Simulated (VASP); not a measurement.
# Cs (Im-3m) in VASP: settings compared, part 2 of 2

VASP 6.6.1. The steps go on from the part before.

**3. Single point, PBEsol, non-collinear spin, zero start, spin-orbit coupling**

This run uses another cell than the first one, of 122.48 Å³/atom.

File INCAR:

```
PREC     = Accurate       # precision mode
ENCUT    = 520            # plane-wave cutoff, eV
EDIFF    = 1E-7           # SCF threshold, eV
ISMEAR   = -1             # smearing method
SIGMA    = 0.05           # smearing width, eV
LREAL    = False          # projectors in reciprocal space
LASPH    = True           # aspherical terms in the spheres
NELM     = 150            # most SCF steps
ALGO     = Normal         # electronic algorithm
ISIF     = 2              # what is computed and relaxed
LWAVE    = False          # write WAVECAR
LCHARG   = False          # write CHGCAR
MAGMOM   = 0 0 0          # initial moments
LORBIT   = 11             # projections on sites
LSORBIT  = True           # spin-orbit coupling
GGA_COMPAT= False        
LORBMOM  = True         
GGA      = PS             # functional
NBANDS   = 20             # bands
```

File KPOINTS:

```
Automatic mesh
0
Gamma
  6 6 6
```

File POSCAR:

```
Cs
1.0
   -3.1284650614      3.1284650614      3.1284650614
    3.1284650614     -3.1284650614      3.1284650614
    3.1284650614      3.1284650614     -3.1284650614
Cs
1
Direct
    0.0000000000      0.0000000000      0.0000000000
```

Potentials or basis: VASP PAW PBE potentials, release 64 (Cs_sv).

On the command line:

```bash
$ cat potpaw_PBE.64/Cs_sv/POTCAR > POTCAR
$ mpirun -np 1 vasp_ncl > vasp.out
```

OUTCAR:

```text
PREC = Accurate
   ENCUT = 520
   EDIFF = 1E-7
   ISMEAR = -1
   LREAL = False
   LASPH = True
   NELM = 150
   ISIF = 2
   LORBIT = 11
   LSORBIT = True
   GGA = PS

 ion  position               nearest neighbor table
   1  0.000  0.000  0.000-

  LATTYP: Found a body centered cubic cell.
 ALAT       =     6.2569301228

  Lattice vectors:

 A1 = (  -3.1284650614,   3.1284650614,   3.1284650614)
 A2 = (   3.1284650614,  -3.1284650614,   3.1284650614)
 A3 = (   3.1284650614,   3.1284650614,  -3.1284650614)

Analysis of symmetry for initial positions (statically):
=====================================================================
 Subroutine PRICEL returns:
 Original cell was already a primitive cell.

 Routine SETGRP: Setting up the symmetry group for a
 body centered cubic supercell.

 Subroutine GETGRP returns: Found 48 space group operations
 (whereof 48 operations were pure point group operations)
 out of a pool of 48 trial point group operations.

The static configuration has the point symmetry O_h .

Analysis of symmetry for dynamics (positions and initial velocities):
=====================================================================
 Subroutine PRICEL returns:
 Original cell was already a primitive cell.

 Routine SETGRP: Setting up the symmetry group for a
 body centered cubic supercell.

 Subroutine GETGRP returns: Found 48 space group operations
 (whereof 48 operations were pure point group operations)
 out of a pool of 48 trial point group operations.

The dynamic configuration has the point symmetry O_h .

Analysis of structural, dynamic, and magnetic symmetry:
=====================================================================
 Subroutine PRICEL returns:
 Original cell was already a primitive cell.

 Routine SETGRP: Setting up the symmetry group for a
 body centered cubic supercell.

 Subroutine GETGRP returns: Found 48 space group operations
 (whereof 48 operations were pure point group operations)
[... 525 lines left out ...]
  in kB       -2.0411614     -2.0411614     -2.0411614      0.0000000      0.0000000     -0.0000000
  external PRESSURE =      -2.0411614 kB  Pullay stress =       0.0000000 kB

 VOLUME and BASIS-vectors are now :
 -----------------------------------------------------------------------------
  energy-cutoff  :      520.00
  volume of cell :      122.48
      direct lattice vectors                 reciprocal lattice vectors
    -3.128465061  3.128465061  3.128465061     0.000000000  0.159822785  0.159822785
     3.128465061 -3.128465061  3.128465061     0.159822785  0.000000000  0.159822785
     3.128465061  3.128465061 -3.128465061     0.159822785  0.159822785  0.000000000

 POSITION                                       TOTAL-FORCE (eV/Angst)
 -----------------------------------------------------------------------------------
      0.00000      0.00000      0.00000        -0.000000      0.000000     -0.000000
 -----------------------------------------------------------------------------------
    total drift:                               -0.000000     -0.000000      0.000000

  FREE ENERGIE OF THE ION-ELECTRON SYSTEM (eV)
  ---------------------------------------------------
  free  energy   TOTEN  =        -1.0926848694 eV

  energy  without entropy=       -1.0746915326  energy(sigma->0) =       -1.08368820

 orbital moment (x)

 # of ion     p       d       tot
 ----------------------------------------
  1         0.000   0.000   0.000
 ----------------------------------------
            0.000   0.000   0.000

 orbital moment (y)

 # of ion     p       d       tot
 ----------------------------------------
  1         0.000  -0.000  -0.000
 ----------------------------------------
            0.000  -0.000  -0.000

 orbital moment (z)

 # of ion     p       d       tot
 ----------------------------------------
  1         0.000   0.000   0.000
 ----------------------------------------
            0.000   0.000   0.000

 Spin-Orbit-Coupling matrix elements

 Ion:    1  E_soc:     -0.3274693
 l=   1
     0.0000000    -0.0545766    -0.0545766
    -0.0545766     0.0000000    -0.0545766
    -0.0545766    -0.0545766     0.0000000
 l=   2
     0.0000000     0.0000007     0.0000000     0.0000007    -0.0000023
     0.0000007     0.0000000    -0.0000017     0.0000007    -0.0000006
     0.0000000    -0.0000017     0.0000000    -0.0000017     0.0000000
     0.0000007     0.0000007    -0.0000017     0.0000000    -0.0000006
    -0.0000023    -0.0000006     0.0000000    -0.0000006     0.0000000
 l=   3
     0.0000000     0.0000000     0.0000000     0.0000000     0.0000000     0.0000000     0.0000000
     0.0000000     0.0000000     0.0000000     0.0000000     0.0000000     0.0000000     0.0000000
     0.0000000     0.0000000     0.0000000     0.0000000     0.0000000     0.0000000     0.0000000
     0.0000000     0.0000000     0.0000000     0.0000000     0.0000000     0.0000000     0.0000000
     0.0000000     0.0000000     0.0000000     0.0000000     0.0000000     0.0000000     0.0000000
     0.0000000     0.0000000     0.0000000     0.0000000     0.0000000     0.0000000     0.0000000
     0.0000000     0.0000000     0.0000000     0.0000000     0.0000000     0.0000000     0.0000000

 total charge

# of ion       s       p       d       tot
------------------------------------------
    1        1.865   4.674   0.008   6.547

 magnetization (x)

# of ion       s       p       d       tot
------------------------------------------
    1        0.000  -0.000  -0.000   0.000

 magnetization (y)

# of ion       s       p       d       tot
------------------------------------------
    1        0.000   0.000   0.000   0.000

 magnetization (z)

# of ion       s       p       d       tot
------------------------------------------
    1       -0.000  -0.000   0.000  -0.000
```

OSZICAR:

```text
N       E                     dE             d eps       ncg     rms          rms(c)
DAV:   1     0.631151490817E+02    0.63115E+02   -0.28966E+03   640   0.666E+02
DAV:   2     0.831693517056E+01   -0.54798E+02   -0.52008E+02   896   0.118E+02
DAV:   3    -0.884008774957E+00   -0.92009E+01   -0.90659E+01   780   0.515E+01
DAV:   4    -0.109035800170E+01   -0.20635E+00   -0.20626E+00   784   0.897E+00
DAV:   5    -0.109188967060E+01   -0.15317E-02   -0.15316E-02   816   0.786E-01    0.328E-01
DAV:   6    -0.109212351064E+01   -0.23384E-03   -0.93417E-04   788   0.172E-01    0.203E-01
DAV:   7    -0.109231526822E+01   -0.19176E-03   -0.23838E-04   788   0.878E-02    0.105E-01
DAV:   8    -0.109266206263E+01   -0.34679E-03   -0.11909E-03   720   0.206E-01    0.197E-02
DAV:   9    -0.109268404372E+01   -0.21981E-04   -0.39489E-05   716   0.355E-02    0.611E-03
DAV:  10    -0.109268510847E+01   -0.10647E-05   -0.50918E-06   812   0.124E-02    0.195E-03
DAV:  11    -0.109268494552E+01    0.16295E-06   -0.30101E-07   748   0.291E-03    0.748E-04
DAV:  12    -0.109268486936E+01    0.76160E-07   -0.21916E-08   552   0.903E-04
   1 F= -.10926849E+01 E0= -.10836882E+01  d E =-.179933E-01  mag=    -0.0000    -0.0000     0.0000
```

Wall time 41 s (1 thread of AMD EPYC 9R45 (Zen 5), shared host); peak memory 0.46 GiB.

What came out:

| Quantity | Value |
| --- | --- |
| Free energy | -1.0927 eV |
| Pressure | -0.2 GPa |
| Net moment | 0.00 μB per cell |
| Valence electrons inside the program's atomic spheres | Cs 6.55 |

Moments on the atoms (μB; x, y, z):
```
Cs  0.00 0.00 0.00
```

Caveat: the PAW data sets were made with another functional, which shifts forces and pressure a little.

**4. Single point, RPBE**

This run uses another cell than the first one, of 122.48 Å³/atom.

File INCAR:

```
SYSTEM = Cs
PREC     = Accurate       ! precision mode
ENCUT    = 520            ! plane-wave cutoff, eV
EDIFF    = 1E-6           ! SCF threshold, eV
ISMEAR   = -1             ! smearing method
SIGMA    = 0.05           ! smearing width, eV
LREAL    = .False.        ! projectors in reciprocal space
LASPH    = .True.         ! aspherical terms in the spheres
NELM     = 100            ! most SCF steps
ALGO     = Fast           ! electronic algorithm
ISIF     = 2              ! what is computed and relaxed
LWAVE    = .False.        ! write WAVECAR
LCHARG   = .False.        ! write CHGCAR
GGA      = RP             ! functional
NBANDS   = 10             ! bands
```

File KPOINTS:

```
Automatic mesh
0
Gamma
  4 4 4
  0 0 0
```

POSCAR is that of step 3.

On the command line:

```bash
$ cat potpaw_PBE.64/Cs_sv/POTCAR > POTCAR
$ mpirun -np 1 vasp_std > vasp.out
```

Run time: 8.9 s. Hardware: 1 thread of Intel Xeon Platinum 8259CL at 2.50GHz (Skylake/Cascade Lake), shared host; peak memory 0.22 GiB.

It converged, with:

```yaml
Free_energy: -0.7000 eV
Pressure: 0.2 GPa
Band_gap_on_the_k_mesh: zero (an odd number of electrons rules out a gap without spin polarisation)
```

Levels at points of the mesh, in eV from the Fermi level:
```tsv
k point	band 1	band 2	band 3	band 4	band 5	band 6	band 7	band 8	band 9
(0.00, 0.00, 0.00)	-23.96	-10.73	-10.73	-10.73	-1.62	2.48	2.48	2.48	3.27
(0.50, 0.00, 0.00)	-23.96	-10.84	-10.76	-10.73	0.07	0.76	1.66	3.11	3.70
(0.50, 0.50, 0.50)	-23.95	-10.81	-10.81	-10.81	0.67	0.67	2.85	2.85	2.85
```

Caveat: the PAW data sets were made with another functional, which shifts forces and pressure a little; spin-orbit coupling is left out, which moves the levels of the heavy elements.

**5. Single point, r2SCAN**

This run uses another cell than the first one, of 122.48 Å³/atom.

POSCAR is that of step 4.

File INCAR.step1:

```
PREC = Accurate
ENCUT = 520
ISMEAR = -1
SIGMA = 0.05
LREAL = False
LASPH = True
NELM = 60
NBANDS = 10
GGA = PE
ALGO = Normal
EDIFF = 1E-4
LWAVE = True
LCHARG = False
```

File INCAR.step2:

```
PREC = Accurate
ENCUT = 520
EDIFF = 1E-6
ISMEAR = -1
SIGMA = 0.05
LREAL = False
LASPH = True
NELM = 60
ALGO = Normal
ISIF = 2
LWAVE = False
LCHARG = False
METAGGA = R2SCAN
LMIXTAU = True
NBANDS = 10
ISTART = 1
```

File KPOINTS:

```
regular mesh
0
Gamma
  4 4 4
```

Potentials or basis: VASP PAW PBE potentials, release 64 (Cs_sv).

On the command line:

```bash
$ cat potpaw_PBE.64/Cs_sv/POTCAR > POTCAR
$ cp INCAR.step1 INCAR
$ mpirun -np 1 vasp_std > vasp.out
$ cp INCAR.step2 INCAR
$ mpirun -np 1 vasp_std > vasp.out
```

OUTCAR:

```text
PREC = Accurate
   ENCUT = 520
   EDIFF = 1E-6
   ISMEAR = -1
   LREAL = False
   LASPH = True
   NELM = 60
   ISIF = 2
   METAGGA = R2SCAN
   ISTART = 1

 ion  position               nearest neighbor table
   1  0.000  0.000  0.000-

  LATTYP: Found a body centered cubic cell.
 ALAT       =     6.2569301228

  Lattice vectors:

 A1 = (  -3.1284650614,   3.1284650614,   3.1284650614)
[... 263 lines left out ...]
      7       3.4869      0.00000
      8       3.4869      0.00000
      9       3.4870      0.00000
     10       5.0355      0.00000

------------------------ aborting loop because EDIFF is reached ----------------------------------------

  FORCE on cell =-STRESS in cart. coord.  units (eV):
  Direction    XX          YY          ZZ          XY          YZ          ZX
  --------------------------------------------------------------------------------------
  -------------------------------------------------------------------------------------
  Total        0.0430865      0.0430865      0.0430865      0.0000000      0.0000000     -0.0000000
  in kB        0.5636355      0.5636355      0.5636355      0.0000000      0.0000000     -0.0000000
  external PRESSURE =       0.5636355 kB  Pullay stress =       0.0000000 kB

 VOLUME and BASIS-vectors are now :
 -----------------------------------------------------------------------------
  energy-cutoff  :      520.00
  volume of cell :      122.48
      direct lattice vectors                 reciprocal lattice vectors
    -3.128465061  3.128465061  3.128465061     0.000000000  0.159822785  0.159822785
     3.128465061 -3.128465061  3.128465061     0.159822785  0.000000000  0.159822785
     3.128465061  3.128465061 -3.128465061     0.159822785  0.159822785  0.000000000

 POSITION                                       TOTAL-FORCE (eV/Angst)
 -----------------------------------------------------------------------------------
      0.00000      0.00000      0.00000         0.000000      0.000000      0.000000
 -----------------------------------------------------------------------------------
    total drift:                               -0.000000      0.000000     -0.000000

  FREE ENERGIE OF THE ION-ELECTRON SYSTEM (eV)
  ---------------------------------------------------
  free  energy   TOTEN  =       -24.9812496418 eV

  energy  without entropy=      -24.9524069720  energy(sigma->0) =      -24.96682831
```

It took 46 s on 1 thread of Intel Xeon Platinum 8259CL at 2.50GHz (Skylake/Cascade Lake), shared host; peak memory 0.25 GiB.

Results:

* Free energy: -24.9812 eV
* Pressure: 0.1 GPa
* Band gap on the k mesh: zero (an odd number of electrons rules out a gap without spin polarisation)

Levels at points of the mesh, in eV from the Fermi level:
| k point | band 2 | band 3 | band 4 | band 5 | band 6 | band 7 |
| --- | --- | --- | --- | --- | --- | --- |
| (0.00, 0.00, 0.00) | -11.22 | -11.22 | -11.22 | -1.73 | 2.76 | 2.76 |
| (0.50, 0.00, 0.00) | -11.33 | -11.26 | -11.22 | 0.11 | 0.73 | 1.84 |
| (0.50, 0.50, 0.50) | -11.30 | -11.30 | -11.30 | 0.69 | 0.69 | 3.08 |

Caveat: the PAW data sets were made with another functional, which shifts forces and pressure a little; spin-orbit coupling is left out, which moves the levels of the heavy elements.

**6. Single point, HSE06**

This run uses another cell than the first one, of 122.48 Å³/atom.

POSCAR is that of step 5.

File INCAR.step1:

```
SYSTEM = Cs
PREC = Accurate
ENCUT = 520
EDIFF = 1E-5
ISMEAR = -1
SIGMA = 0.05
LREAL = .FALSE.
LASPH = .TRUE.
NELM = 60
ALGO = Normal
ISIF = 2
LWAVE = .TRUE.
LCHARG = .FALSE.
GGA = PE
NBANDS = 10
```

File INCAR.step2:

```
SYSTEM = Cs
PREC = Accurate
ENCUT = 520
EDIFF = 1E-6
ISMEAR = -1
SIGMA = 0.05
LREAL = .FALSE.
LASPH = .TRUE.
NELM = 60
ALGO = Normal
ISIF = 2
LWAVE = .FALSE.
LCHARG = .FALSE.
GGA = PE
LHFCALC = .TRUE.
HFSCREEN = 0.2079
PRECFOCK = Normal
ISTART = 1
NBANDS = 10
```

File KPOINTS:

```
regular mesh
0
G
  4 4 4
  0 0 0
```

Potentials or basis: VASP PAW PBE potentials, release 64 (Cs_sv).

On the command line:

```bash
$ cat potpaw_PBE.64/Cs_sv/POTCAR > POTCAR
$ cp INCAR.step1 INCAR
$ mpirun -np 1 vasp_std > vasp.out
$ cp INCAR.step2 INCAR
$ mpirun -np 1 vasp_std > vasp.out
```

It took 3 min on 1 thread of Intel Xeon Platinum 8259CL at 2.50GHz (Skylake/Cascade Lake), shared host; peak memory 0.34 GiB.

It converged, with:

* Free energy: -0.8875 eV
* Pressure: 0.0 GPa
* Band gap on the k mesh: zero (an odd number of electrons rules out a gap without spin polarisation)

Levels at points of the mesh, in eV from the Fermi level:
```tsv
k point	band 1	band 2	band 3	band 4	band 5	band 6	band 7	band 8
(0.00, 0.00, 0.00)	-26.06	-11.80	-11.80	-11.80	-1.87	2.79	2.79	2.79
(0.50, 0.00, 0.00)	-26.06	-11.91	-11.83	-11.80	0.12	0.81	1.91	3.44
(0.50, 0.50, 0.50)	-26.05	-11.88	-11.88	-11.88	0.85	0.85	3.01	3.01
```

Caveat: the PAW data sets were made with another functional, which shifts forces and pressure a little; spin-orbit coupling is left out, which moves the levels of the heavy elements.

**7. Summary**

```tsv
level	spin	cell	k mesh	grid for exact exchange (PRECFOCK)	share of exact exchange	screening parameter	gap on the mesh (eV)	pressure (GPa)
r2SCAN	off	a = 5.525 Å, angles 109.5°, 1 atom	6 × 6 × 6	-	-	-	none	-0.1
PBEsol	non-collinear, zero start, SOC	a = 5.419 Å, angles 109.5°, 1 atom	6 × 6 × 6	-	-	-	-	-0.2
RPBE	off	a = 5.419 Å, angles 109.5°, 1 atom	4 × 4 × 4	-	-	-	none	0.2
r2SCAN	off	a = 5.419 Å, angles 109.5°, 1 atom	4 × 4 × 4	-	-	-	none	0.1
HSE06	off	a = 5.419 Å, angles 109.5°, 1 atom	4 × 4 × 4	Normal	0.25	0.2079 1/Å	none	0.0
```

Alike in all rows: task single point; potentials or basis VASP PAW PBE potentials, release 64 (Cs_sv); cutoff (eV) 520; smearing fermi-dirac 0.05 eV.

Caveats: the PAW data sets were made with another functional, which shifts forces and pressure a little; spin-orbit coupling is left out, which moves the levels of the heavy elements (at least some runs).

Absolute energies hang on the potentials; compare differences alone.
